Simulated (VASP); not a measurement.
# Al (Fm-3m) in VASP: a series of runs

Runs on Al. Level: PBEsol+D3(BJ). Tasks: single point.

Everything below comes from runs of VASP 6.6.1. Logs are shortened: lines on timing, memory, paths and dates and some standing lists are left out, and cuts for length are marked.

## (1) The cell of the first run

The structure is cubic, space group Fm-3m (No. 225). The conventional cell has a = 3.967 Å, b = 3.967 Å, c = 3.967 Å, α = 90.00°, β = 90.00°, γ = 90.00°. Al (site symmetry m-3m) has 12 Al at 2.81 Å within 3.7 Å.

## (2) Single point, PBEsol+D3(BJ), non-collinear spin, typed start (volume scaled by 0.94)

INCAR reads:

```
SYSTEM = Al
PREC = Accurate
ENCUT = 520
EDIFF = 1E-6
ISMEAR = 1
SIGMA = 0.1
LREAL = .False.
LASPH = .True.
NELM = 150
ALGO = Normal
ISIF = 2
LWAVE = .False.
LCHARG = .True.
LNONCOLLINEAR = .True.
MAGMOM = 0.289 0.289 0.289
LORBIT = 11
GGA = PS
IVDW = 12
LVHAR = .True.
NBANDS = 14
```

KPOINTS reads:

```
regular mesh
0
Gamma
  8 8 8
  0 0 0
```

POSCAR reads:

```
Al
1.0
    0.0000000000      1.9834708509      1.9834708509
    1.9834708509      0.0000000000      1.9834708509
    1.9834708509      1.9834708509      0.0000000000
Al
1
Direct
    0.0000000000      0.0000000000      0.0000000000
```

Potentials or basis: VASP PAW PBE potentials, release 64 (Al).

Run with:

```console
$ cat potpaw_PBE.64/Al/POTCAR > POTCAR
$ mpirun -np 1 vasp_ncl > vasp.out
```

OUTCAR:

```text
SYSTEM = Al
   PREC = Accurate
   ENCUT = 520
   EDIFF = 1E-6
   ISMEAR = 1
   LREAL = .False.
   LASPH = .True.
   NELM = 150
   ISIF = 2
   LNONCOLLINEAR = .True.
   LORBIT = 11
   GGA = PS
   IVDW = 12
 IVDW          = 12

 ion  position               nearest neighbor table
   1  0.000  0.000  0.000-

  LATTYP: Found a face centered cubic cell.
 ALAT       =     3.9669417018

  Lattice vectors:

 A1 = (   0.0000000000,   1.9834708509,   1.9834708509)
 A2 = (   1.9834708509,   0.0000000000,   1.9834708509)
 A3 = (   1.9834708509,   1.9834708509,   0.0000000000)

Analysis of symmetry for initial positions (statically):
=====================================================================
 Subroutine PRICEL returns:
 Original cell was already a primitive cell.

 Routine SETGRP: Setting up the symmetry group for a
 face centered cubic supercell.

 Subroutine GETGRP returns: Found 48 space group operations
[... 9 lines left out ...]

 Routine SETGRP: Setting up the symmetry group for a
 face centered cubic supercell.

 Subroutine GETGRP returns: Found 48 space group operations
 (whereof 48 operations were pure point group operations)
 out of a pool of 48 trial point group operations.

The dynamic configuration has the point symmetry O_h .

Analysis of structural, dynamic, and magnetic symmetry:
=====================================================================
 Subroutine PRICEL returns:
 Original cell was already a primitive cell.

 Routine SETGRP: Setting up the symmetry group for a
 face centered cubic supercell.

 Subroutine GETGRP returns: Found  6 space group operations
 (whereof  6 operations were pure point group operations)
 out of a pool of 48 trial point group operations.

The overall configuration has the point symmetry S_6 .

 Subroutine INISYM returns: Found  6 space group operations
 (whereof  6 operations are pure point group operations),
 and found     1 'primitive' translations

----------------------------------------------------------------------------------------

                                     Primitive cell

  volume of cell :      15.6066

  direct lattice vectors                    reciprocal lattice vectors
     0.000000000  1.983470851  1.983470851    -0.252083362  0.252083362  0.252083362
     1.983470851  0.000000000  1.983470851     0.252083362 -0.252083362  0.252083362
     1.983470851  1.983470851  0.000000000     0.252083362  0.252083362 -0.252083362

  length of vectors
     2.805051378  2.805051378  2.805051378     0.436621190  0.436621190  0.436621190

  position of ions in fractional coordinates (direct lattice)
     0.000000000  0.000000000  0.000000000

  ion indices of the primitive-cell ions
   primitive index   ion index
                 1           1

----------------------------------------------------------------------------------------

 KPOINTS: regular mesh

Automatic generation of k-mesh.
 Grid dimensions read from file:
 generate k-points for:    8    8    8

 Generating k-lattice:

  Cartesian coordinates                     Fractional coordinates (reciprocal lattice)
    -0.031510420  0.031510420  0.031510420     0.125000000  0.000000000  0.000000000
     0.031510420 -0.031510420  0.031510420     0.000000000  0.125000000  0.000000000
     0.031510420  0.031510420 -0.031510420     0.000000000  0.000000000  0.125000000

  Length of vectors
     0.054577649  0.054577649  0.054577649

  Shift w.r.t. Gamma in fractional coordinates (k-lattice)
     0.000000000  0.000000000  0.000000000

 Subroutine IBZKPT returns following result:
 ===========================================

 Found     90 irreducible k-points:

 Following reciprocal coordinates:
            Coordinates               Weight
  0.000000  0.000000  0.000000      1.000000
  0.125000  0.000000  0.000000      6.000000
  0.125000  0.125000  0.125000      2.000000
  0.250000  0.000000  0.000000      6.000000
  0.250000  0.250000  0.250000      2.000000
  0.375000  0.000000  0.000000      6.000000
[... 16 lines left out ...]
 -0.375000  0.125000  0.000000      6.000000
  0.125000  0.125000  0.500000      6.000000
 [... further k-points ...]
   k-points           NKPTS =     90   k-points in BZ     NKDIM =     90   number of bands    NBANDS=     14
   number of dos      NEDOS =    301   number of ions     NIONS =      1
   total plane-waves  NPLWV =  13824
   dimension x,y,z NGX =    24 NGY =   24 NGZ =   24
   dimension x,y,z NGXF=    48 NGYF=   48 NGZF=   48
   ions per type =               1
   NGX,Y,Z   is equivalent  to a cutoff of  14.22, 14.22, 14.22 a.u.
   NGXF,Y,Z  is equivalent  to a cutoff of  28.45, 28.45, 28.45 a.u.
 SYSTEM =  Al
   PREC   = accura    normal or accurate (medium, high low for compatibility)
   ISTART =      0    job   : 0-new  1-cont  2-samecut
   ICHARG =      2    charge: 1-file 2-atom 10-const
   ISPIN  =      1    spin polarized calculation?
   LNONCOLLINEAR =      T non collinear calculations
   LSORBIT =      F    spin-orbit coupling
   LASPH  =      T    aspherical Exc in radial PAW
   ENCUT  =  520.0 eV  38.22 Ry    6.18 a.u.   5.22  5.22  5.22*2*pi/ulx,y,z
   NELM   =    150;   NELMIN=  2; NELMDL= -5     # of ELM steps
   EDIFF  = 0.1E-05   stopping-criterion for ELM
   LREAL  =      F    real-space projection
   EDIFFG = 0.1E-04   stopping-criterion for IOM
   NSW    =      0    number of steps for IOM
   IBRION =     -1    ionic relax: 0-MD 1-quasi-New 2-CG
   NFREE  =      0    steps in history (QN), initial steepest desc. (CG)
   ISIF   =      2    stress and relaxation
   ISYM   =      2    0-nonsym 1-usesym 2-fastsym
   POTIM  = 0.5000    time-step for ionic-motion
   TEBEG  =    0.0;   TEEND  =   0.0 temperature during run
   PSTRESS=    0.0 pullay stress
   NELECT =       3.0000    total number of electrons
   NUPDOWN=      -1.0000    fix difference up-down
   EMIN   =  10.00;   EMAX   =-10.00  energy-range for DOS
   EFERMI =   0.00;   METHOD = LEGACY
   ISMEAR =     1;   SIGMA  =   0.10  broadening in eV -4-tet -1-fermi 0-gaus
   EFERMI_NEDOS =   21; number of points for ismear=-14 and -15
   IALGO  =     38    algorithm
   IMIX   =      4    mixing-type and parameters
     AMIX     =   0.40;   BMIX     =  1.00
     AMIX_MAG =   1.60;   BMIX_MAG =  1.00
  volume/ion in A,a.u.               =      15.61       105.32
  Fermi-wavevector in a.u.,A,eV,Ry     =   0.944814  1.785439 12.145548  0.892673
  Thomas-Fermi vector in A             =   2.072655
   LORBIT       =     11    0 simple, 1 ext, 2 COOP (PROOUT), +10 PAW based schemes
   GGA     = PS    functional components
   LHFCALC =     F    Hartree Fock is set to
   AEXX    =    0.0000 exact exchange contribution
   IVDW    =    12    specifies the selected vdW correction
   LEPSILON=     F    determine dielectric tensor
   LRPA    =     F    only Hartree local field effects (RPA)
 Methfessel and Paxton  Order N= 1 SIGMA  =   0.10
  energy-cutoff  :      520.00
  volume of cell :       15.61
 maximum number of plane-waves:       888
 NGX is ok and might be reduce to    24
   NGX = 11   NGY = 11   NGZ = 11

 number of electron       3.0000000 magnetization      -0.0031735     -0.0031735     -0.0031735

 number of electron       3.0000000 magnetization       0.0004530      0.0004530      0.0004530

 Free energy of the ion-electron system (eV)
  ---------------------------------------------------
  ext. energy  EPLUGINS =         0.00000000
  ---------------------------------------------------
  free energy    TOTEN  =        -4.07884532 eV

  energy without entropy =       -4.07815311  energy(sigma->0) =       -4.07861459

 E-fermi :   8.6099     XC(G=0): -10.4610

 val. band max:        8.5961524483   @ k =  -0.2500   0.5000   0.2500
 cond. band min:       8.6720493828   @ k =   0.2500   0.1250  -0.2500
 fundamental gap:      0.0758969345
 Fermi energy:         8.6098853257

 k-point     1 :       0.0000    0.0000    0.0000
  band No.  band energies     occupation
      1      -2.9782      1.00000
      2      -2.9771      1.00000
      3      21.4483      0.00000
      4      21.4483      0.00000
      5      21.4483      0.00000
      6      21.4492      0.00000
      7      21.4492      0.00000
      8      21.4492      0.00000
      9      23.3711      0.00000
     10      23.3711      0.00000
     11      23.3711      0.00000
     12      23.3721      0.00000
     13      23.3721      0.00000
     14      23.3721      0.00000

 k-point     2 :       0.1250    0.0000    0.0000
  band No.  band energies     occupation
      1      -2.5381      1.00000
      2      -2.5371      1.00000
      3      17.1114      0.00000
      4      17.1124      0.00000
      5      20.5899      0.00000
      6      20.5899      0.00000
      7      20.5909      0.00000
      8      20.5909      0.00000
      9      23.8308      0.00000
     10      23.8317      0.00000
     11      24.8781      0.00000
     12      24.8781      0.00000
     13      24.8790      0.00000
     14      24.8790      0.00000
[... 343 lines left out ...]
      1       2.2068      1.00000
      2       2.2078      1.00000
      3       6.6806      1.00000
      4       6.6816      1.00000
      5      15.4979      0.00000
      6      15.4989      0.00000
      7      18.8820      0.00000
      8      18.8830      0.00000
      9      20.8100      0.00000
     10      20.8110      0.00000
     11      22.8974      0.00000
     12      22.8983      0.00000
     13      25.8743      0.00000
     14      25.8753      0.00000

 k-point    24 :       0.1250    0.1250    0.5000
  band No.  band energies     occupation
      1       2.2068      1.00000
      2       2.2078      1.00000
      3       6.6806      1.00000
      4       6.6816      1.00000
      5      15.4979      0.00000
      6      15.4989      0.00000
      7      18.8820      0.00000
      8      18.8830      0.00000
      9      20.8100      0.00000
     10      20.8110      0.00000
     11      22.8974      0.00000
     12      22.8983      0.00000
     13      25.8743      0.00000
     14      25.8753      0.00000

 [... further k-points ...]

------------------------ aborting loop because EDIFF is reached ----------------------------------------

 Edisp (eV)   -0.33592

 E8    (eV) :    -0.2262

  FORCE on cell =-STRESS in cart. coord.  units (eV):
  Direction    XX          YY          ZZ          XY          YZ          ZX
  --------------------------------------------------------------------------------------
  -------------------------------------------------------------------------------------
  Total      -0.00464    -0.00464    -0.00464     0.00000     0.00000     0.00000
  in kB      -0.47627    -0.47627    -0.47627     0.00000     0.00000     0.00000
  external pressure =       -0.48 kB  Pullay stress =        0.00 kB

 VOLUME and BASIS-vectors are now :
 -----------------------------------------------------------------------------
  energy-cutoff  :      520.00
  volume of cell :       15.61
      direct lattice vectors                 reciprocal lattice vectors
     0.000000000  1.983470851  1.983470851    -0.252083362  0.252083362  0.252083362
     1.983470851  0.000000000  1.983470851     0.252083362 -0.252083362  0.252083362
     1.983470851  1.983470851  0.000000000     0.252083362  0.252083362 -0.252083362

 POSITION                                       TOTAL-FORCE (eV/Angst)
 -----------------------------------------------------------------------------------
      0.00000      0.00000      0.00000         0.000000      0.000000     -0.000000
 -----------------------------------------------------------------------------------
    total drift:                                0.000000     -0.000000     -0.000000

  FREE ENERGIE OF THE ION-ELECTRON SYSTEM (eV)
  ---------------------------------------------------
  free  energy   TOTEN  =        -4.4147702614 eV

  energy  without entropy=       -4.4140780515  energy(sigma->0) =       -4.41453952

 total charge

# of ion       s       p       d       tot
------------------------------------------
    1        0.427   0.361   0.000   0.788

 magnetization (x)

# of ion       s       p       d       tot
------------------------------------------
    1        0.000   0.000   0.000   0.000

 magnetization (y)

# of ion       s       p       d       tot
------------------------------------------
    1        0.000   0.000   0.000   0.000

 magnetization (z)

# of ion       s       p       d       tot
------------------------------------------
    1        0.000   0.000   0.000   0.000
```

Run time: 16 s. Hardware: 1 thread of Intel Xeon 6975P-C (Granite Rapids), shared host; peak memory 0.2 GiB.

Results:

| Item | Value |
| --- | --- |
| Free energy | -4.4148 eV |
| Pressure | 0.0 GPa |
| Band gap on the k mesh | zero (band 3 reaches 21.45 eV, above the bottom of band 4 at 4.09 eV) |
| Net moment | 0.00 μB per cell |
| Valence electrons inside the program's atomic spheres | Al 0.79 |
| Dispersion energy per atom | -0.336 eV |

Moments on the atoms (μB; x, y, z):
```
Al  0.00 0.00 0.00
```

Caveat: the PAW data sets were made with another functional, which shifts forces and pressure a little; pairwise dispersion overbinds metals, which lowers pressure and volume.

[end of part 1 of 2]
